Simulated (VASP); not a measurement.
# Ti2Te3Pt (R3m) in VASP: notebook, part 2 of 3

VASP 6.6.1.

## Step 4: Relaxation of cell and atoms, PBE

This run uses another cell than the first one, of 28.17 Å³/atom, 1.021 times its volume.

Input file INCAR:

```
ALGO     = Normal         # electronic algorithm
EDIFF    = 1E-6           # SCF threshold, eV
EDIFFG   = -0.04          # ionic threshold
ENCUT    = 600            # plane-wave cutoff, eV
GGA      = PE             # functional
IBRION   = 2              # ionic algorithm
ISIF     = 3              # what is computed and relaxed
ISMEAR   = 0              # smearing method
LASPH    = True           # aspherical terms in the spheres
LCHARG   = False          # write CHGCAR
LREAL    = False          # projectors in reciprocal space
LWAVE    = False          # write WAVECAR
NELM     = 100            # most SCF steps
NSW      = 90             # ionic steps
PREC     = Accurate       # precision mode
SIGMA    = 0.1            # smearing width, eV
```

Input file KPOINTS:

```
k-points
0
Gamma
  3 3 3
```

Input file POSCAR:

```
Ti2Te3Pt
1.0
    3.2701821400      1.8880405400      4.5623933400
   -3.2701821400      1.8880405400      4.5623933400
    0.0000000000     -3.7760810700      4.5623933400
Ti Te Pt
2 3 1
Direct
    0.1821695900      0.1821695900      0.1821695900
    0.5892774100      0.5892774100      0.5892774100
    0.1110473800      0.5846207800      0.1110473800
    0.1110473800      0.1110473800      0.5846207800
    0.5846207800      0.1110473800      0.1110473800
    0.4269718400      0.4269718400      0.4269718400
```

Potentials or basis: VASP PAW PBE potentials, release 64 (Ti_sv, Te, Pt).

Started as:

```bash
$ cat potpaw_PBE.64/Ti_sv/POTCAR potpaw_PBE.64/Te/POTCAR potpaw_PBE.64/Pt/POTCAR > POTCAR
$ mpirun -np 1 vasp_std > vasp.out
```

OUTCAR:

```text
EDIFF = 1E-6
   EDIFFG = -0.04
   ENCUT = 600
   GGA = PE
   IBRION = 2
   ISIF = 3
   ISMEAR = 0
   LASPH = True
   LREAL = False
   NELM = 100
   NSW = 90
   PREC = Accurate

 ion  position               nearest neighbor table
   1  0.182  0.182  0.182-   4 2.15   3 2.15   5 2.15
   2  0.589  0.589  0.589-   6 2.22   5 3.28   3 3.28   5 3.28   3 3.28   4 3.28   4 3.28
   3  0.111  0.585  0.111-   1 2.15   6 2.81   4 3.10   5 3.10   2 3.28   2 3.28   4 3.44   5 3.44

   4  0.111  0.111  0.585-   1 2.15   6 2.81   5 3.10   3 3.10   2 3.28   2 3.28   5 3.44   3 3.44

   5  0.585  0.111  0.111-   1 2.15   6 2.81   4 3.10   3 3.10   2 3.28   2 3.28   4 3.44   3 3.44

   6  0.427  0.427  0.427-   2 2.22   3 2.81   5 2.81   4 2.81

  LATTYP: Found a trigonal (rhomboedric) cell.
 ALAT       =     5.9223493057
 COS(alpha) =     0.3902022150

  Lattice vectors:

 A1 = (   3.2701821400,   1.8880405400,   4.5623933400)
 A2 = (  -3.2701821400,   1.8880405400,   4.5623933400)
 A3 = (   0.0000000000,  -3.7760810700,   4.5623933400)

Analysis of symmetry for initial positions (statically):
=====================================================================
 Subroutine PRICEL returns:
 Original cell was already a primitive cell.

 Routine SETGRP: Setting up the symmetry group for a
 trigonal (rhombohedral) supercell.

 Subroutine GETGRP returns: Found  6 space group operations
 (whereof  6 operations were pure point group operations)
 out of a pool of 12 trial point group operations.

The static configuration has the point symmetry C_3v.

Analysis of symmetry for dynamics (positions and initial velocities):
=====================================================================
 Subroutine PRICEL returns:
 Original cell was already a primitive cell.

 Routine SETGRP: Setting up the symmetry group for a
 trigonal (rhombohedral) supercell.

 Subroutine GETGRP returns: Found  6 space group operations
 (whereof  6 operations were pure point group operations)
 out of a pool of 12 trial point group operations.

The dynamic configuration has the point symmetry C_3v.

 Subroutine INISYM returns: Found  6 space group operations
 (whereof  6 operations are pure point group operations),
 and found     1 'primitive' translations

----------------------------------------------------------------------------------------

                                     Primitive cell

  volume of cell :     169.0158

  direct lattice vectors                    reciprocal lattice vectors
     3.270182140  1.888040540  4.562393340     0.152896682  0.088274941  0.073061069
    -3.270182140  1.888040540  4.562393340    -0.152896682  0.088274941  0.073061069
     0.000000000 -3.776081070  4.562393340     0.000000000 -0.176549882  0.073061069

  length of vectors
     5.922349306  5.922349306  5.922349300     0.191070093  0.191070093  0.191070093

  position of ions in fractional coordinates (direct lattice)
     0.182169590  0.182169590  0.182169590
     0.589277410  0.589277410  0.589277410
     0.111047380  0.584620780  0.111047380
     0.111047380  0.111047380  0.584620780
     0.584620780  0.111047380  0.111047380
     0.426971840  0.426971840  0.426971840

  ion indices of the primitive-cell ions
   primitive index   ion index
                 1           1
                 2           2
                 3           3
                 4           4
                 5           5
                 6           6

----------------------------------------------------------------------------------------

 KPOINTS: k-points

Automatic generation of k-mesh.
 Grid dimensions read from file:
 generate k-points for:    3    3    3

 Generating k-lattice:

  Cartesian coordinates                     Fractional coordinates (reciprocal lattice)
     0.050965561  0.029424980  0.024353690     0.333333333  0.000000000 -0.000000000
    -0.050965561  0.029424980  0.024353690     0.000000000  0.333333333 -0.000000000
     0.000000000 -0.058849961  0.024353690    -0.000000000 -0.000000000  0.333333333

  Length of vectors
     0.063690031  0.063690031  0.063690031

  Shift w.r.t. Gamma in fractional coordinates (k-lattice)
     0.000000000  0.000000000  0.000000000

 Subroutine IBZKPT returns following result:
 ===========================================

 Found      6 irreducible k-points:

 Following reciprocal coordinates:
            Coordinates               Weight
  0.000000  0.000000  0.000000      1.000000
  0.333333 -0.000000 -0.000000      6.000000
  0.333333  0.333333 -0.000000      6.000000
 -0.333333  0.333333  0.000000      6.000000
  0.333333  0.333333  0.333333      2.000000
 -0.333333  0.333333  0.333333      6.000000
   k-points           NKPTS =      6   k-points in BZ     NKDIM =      6   number of bands    NBANDS=     31
   number of dos      NEDOS =    301   number of ions     NIONS =      6
   total plane-waves  NPLWV = 110592
   dimension x,y,z NGX =    48 NGY =   48 NGZ =   48
   dimension x,y,z NGXF=    96 NGYF=   96 NGZF=   96
   ions per type =               2   3   1
   NGX,Y,Z   is equivalent  to a cutoff of  13.47, 13.47, 13.47 a.u.
   NGXF,Y,Z  is equivalent  to a cutoff of  26.95, 26.95, 26.95 a.u.
 SYSTEM =  unknown system
   PREC   = accura    normal or accurate (medium, high low for compatibility)
   ISTART =      0    job   : 0-new  1-cont  2-samecut
   ICHARG =      2    charge: 1-file 2-atom 10-const
   ISPIN  =      1    spin polarized calculation?
   LNONCOLLINEAR =      F non collinear calculations
   LSORBIT =      F    spin-orbit coupling
   LASPH  =      T    aspherical Exc in radial PAW
   ENCUT  =  600.0 eV  44.10 Ry    6.64 a.u.  11.83 11.83 11.83*2*pi/ulx,y,z
   NELM   =    100;   NELMIN=  2; NELMDL= -5     # of ELM steps
   EDIFF  = 0.1E-05   stopping-criterion for ELM
   LREAL  =      F    real-space projection
   EDIFFG = -.4E-01   stopping-criterion for IOM
   NSW    =     90    number of steps for IOM
   IBRION =      2    ionic relax: 0-MD 1-quasi-New 2-CG
   NFREE  =      1    steps in history (QN), initial steepest desc. (CG)
   ISIF   =      3    stress and relaxation
   ISYM   =      2    0-nonsym 1-usesym 2-fastsym
   POTIM  = 0.5000    time-step for ionic-motion
   TEBEG  =    0.0;   TEEND  =   0.0 temperature during run
   PSTRESS=    0.0 pullay stress
   NELECT =      52.0000    total number of electrons
   NUPDOWN=      -1.0000    fix difference up-down
   EMIN   =  10.00;   EMAX   =-10.00  energy-range for DOS
   EFERMI =   0.00;   METHOD = LEGACY
   ISMEAR =     0;   SIGMA  =   0.10  broadening in eV -4-tet -1-fermi 0-gaus
   EFERMI_NEDOS =   21; number of points for ismear=-14 and -15
   IALGO  =     38    algorithm
   IMIX   =      4    mixing-type and parameters
     AMIX     =   0.40;   BMIX     =  1.00
     AMIX_MAG =   1.60;   BMIX_MAG =  1.00
  volume/ion in A,a.u.               =      28.17       190.10
  Fermi-wavevector in a.u.,A,eV,Ry     =   1.105181  2.088490 16.618506  1.221426
  Thomas-Fermi vector in A             =   2.241665
   LORBIT       =      0    0 simple, 1 ext, 2 COOP (PROOUT), +10 PAW based schemes
   GGA     = PE    functional components
   LHFCALC =     F    Hartree Fock is set to
   AEXX    =    0.0000 exact exchange contribution
   IVDW    =     0    specifies the selected vdW correction
   LEPSILON=     F    determine dielectric tensor
   LRPA    =     F    only Hartree local field effects (RPA)
 conjugate gradient relaxation of ions
 non-spin polarized calculation
 Gauss-broadening in eV      SIGMA  =   0.10
  energy-cutoff  :      600.00
  volume of cell :      169.02
 maximum number of plane-waves:      5661
   NGX = 23   NGY = 23   NGZ = 23

--------------------------------------- Ionic step        1  -------------------------------------------

 number of electron      51.9999997 magnetization

 Free energy of the ion-electron system (eV)
  ---------------------------------------------------
  ext. energy  EPLUGINS =         0.00000000
  ---------------------------------------------------
  free energy    TOTEN  =       -24.30463130 eV

  energy without entropy =      -24.28540384  energy(sigma->0) =      -24.29501757

------------------------ aborting loop because EDIFF is reached ----------------------------------------

  FORCE on cell =-STRESS in cart. coord.  units (eV):
  Direction    XX          YY          ZZ          XY          YZ          ZX
  --------------------------------------------------------------------------------------
  -------------------------------------------------------------------------------------
  Total       24.0940372     24.0940372     18.5597987      0.0000000      0.0000000      0.0000000
  in kB      228.3983317    228.3983311    175.9367686      0.0000000      0.0000001      0.0000000
  external PRESSURE =     210.9111438 kB  Pullay stress =       0.0000000 kB
[... 526 lines left out ...]
     30       7.8600      0.00000
     31       7.9610      0.00000

[... ionic steps 4 to 54 ...]

--------------------------------------- Ionic step       55  -------------------------------------------

 number of electron      52.0000002 magnetization

------------------------ aborting loop because EDIFF is reached ----------------------------------------
[... 75 lines left out ...]
--------------------------------------- Ionic step       57  -------------------------------------------

 number of electron      52.0000002 magnetization

 Free energy of the ion-electron system (eV)
  ---------------------------------------------------
  ext. energy  EPLUGINS =         0.00000000
  ---------------------------------------------------
  free energy    TOTEN  =       -31.33576040 eV

  energy without entropy =      -31.32225399  energy(sigma->0) =      -31.32900719

 E-fermi :   6.3978     XC(G=0):  -9.8248

 val. band max:        6.3287663624   @ k =  -0.3333   0.3333   0.3333
 cond. band min:       6.5484574532   @ k =  -0.3333   0.3333   0.3333
 fundamental gap:      0.2196910908
 Fermi energy:         6.3977654632
[... 235 lines left out ...]
  FREE ENERGIE OF THE ION-ELECTRON SYSTEM (eV)
  ---------------------------------------------------
  free  energy   TOTEN  =       -31.3357603955 eV

  energy  without entropy=      -31.3222539866  energy(sigma->0) =      -31.32900719

 reached required accuracy - stopping structural energy minimisation
```

Run time: 32 min. Hardware: 1 thread of Intel Xeon 6975P-C (Granite Rapids), shared host; peak memory 0.39 GiB.

What came out:

| Item | Value |
| --- | --- |
| Free energy | -31.3358 eV |
| Relaxed volume | 26.60 Å³/atom |
| Relaxed cell | a = 5.434 Å, b = 5.434 Å, c = 5.434 Å, α = 93.40°, β = 93.40°, γ = 93.40° |
| Space group after relaxing (to 0.05 Å) | R3m (No. 160) |
| Energy gained by relaxing | 1171.9 meV/atom |
| Ionic steps | 57 |
| Pressure after relaxing | 0.1 GPa |
| Largest force after relaxing | 0.020 eV/Å |
| Band gap on the k mesh | zero (band 26 reaches 6.33 eV, above the bottom of band 27 at 6.24 eV) |

Forces in eV/Å, atoms in the order of the input:
```
Ti   0.000  0.000 -0.009
Ti   0.000  0.000 -0.004
Te  -0.017  0.010  0.002
Te   0.000 -0.020  0.002
Te   0.017  0.010  0.002
Pt   0.000  0.000  0.008
```

The path:
| step | energy change (eV) | largest force (eV/Å) | pressure (GPa) | volume (Å³) |
| --- | --- | --- | --- | --- |
| 1 | 0.0000 | 15.0030 | 21.09 | 169.02 |
| 3 | -0.8225 | 2.7921 | -9.03 | 255.51 |
| 5 | -4.8215 | 1.7163 | -4.95 | 200.94 |
| 7 | -4.9818 | 1.5009 | -2.89 | 194.52 |
| 9 | -5.2231 | 1.7417 | 0.65 | 183.33 |
| 11 | -5.4077 | 1.2966 | -0.06 | 180.99 |
| 13 | -5.5945 | 0.8700 | 0.45 | 173.93 |
| 15 | -5.7330 | 1.2550 | -1.06 | 177.83 |
| 17 | -5.8890 | 0.7821 | -0.13 | 176.12 |
| 19 | -5.9157 | 0.9299 | 0.76 | 174.78 |
| 21 | -6.0042 | 0.7301 | -1.37 | 177.09 |
| 23 | -6.1790 | 0.5654 | -0.15 | 165.57 |
| 25 | -6.2457 | 0.6876 | 0.37 | 160.61 |
| 27 | -6.4362 | 1.4075 | 6.35 | 144.74 |
| 29 | -6.5414 | 0.7835 | 3.37 | 148.55 |
| 31 | -6.7377 | 1.0629 | 1.84 | 153.22 |
| 33 | -6.8329 | 1.1246 | 0.66 | 156.97 |
| 35 | -6.9791 | 0.4448 | -0.16 | 161.89 |
| 37 | -6.9886 | 0.3575 | 0.05 | 161.31 |
| 39 | -7.0037 | 0.1900 | -0.08 | 161.25 |
| 41 | -7.0107 | 0.1580 | -0.46 | 161.92 |
| 43 | -7.0212 | 0.2973 | 0.09 | 160.19 |
| 45 | -7.0268 | 0.1272 | -0.07 | 160.34 |
| 47 | -7.0278 | 0.0548 | 0.02 | 159.73 |
| 49 | -7.0288 | 0.0492 | -0.04 | 159.83 |
| 51 | -7.0290 | 0.0795 | -0.09 | 159.89 |
| 53 | -7.0297 | 0.0693 | -0.02 | 159.75 |
| 55 | -7.0305 | 0.0291 | 0.29 | 159.11 |
| 57 | -7.0311 | 0.0199 | 0.09 | 159.61 |

Final structure:
```cif
data_structure
_symmetry_space_group_name_H-M 'P 1'
_symmetry_Int_Tables_number 1
_cell_length_a 5.4344
_cell_length_b 5.4344
_cell_length_c 5.4344
_cell_angle_alpha 93.403
_cell_angle_beta 93.403
_cell_angle_gamma 93.403
_cell_volume 159.61
loop_
_atom_site_label
_atom_site_type_symbol
_atom_site_fract_x
_atom_site_fract_y
_atom_site_fract_z
_atom_site_occupancy
Ti1 Ti 0.05996 0.05996 0.05996 1
Ti2 Ti 0.72484 0.72484 0.72484 1
Te1 Te 0.09003 0.57841 0.09003 1
Te2 Te 0.09003 0.09003 0.57841 1
Te3 Te 0.57841 0.09003 0.09003 1
Pt1 Pt 0.46187 0.46187 0.46187 1
```

Levels at points of the mesh, in eV from the Fermi level:
```tsv
k point	band 23	band 24	band 25	band 26	band 27	band 28	band 29	band 30
(0.00, 0.00, 0.00)	-1.04	-0.58	-0.58	-0.55	-0.16	0.37	0.37	0.74
```

Caveat: the k points lie up to 0.39 Å⁻¹ apart in the final cell; spin-orbit coupling is left out, which moves the levels of the heavy elements.

[end of part 2 of 3]
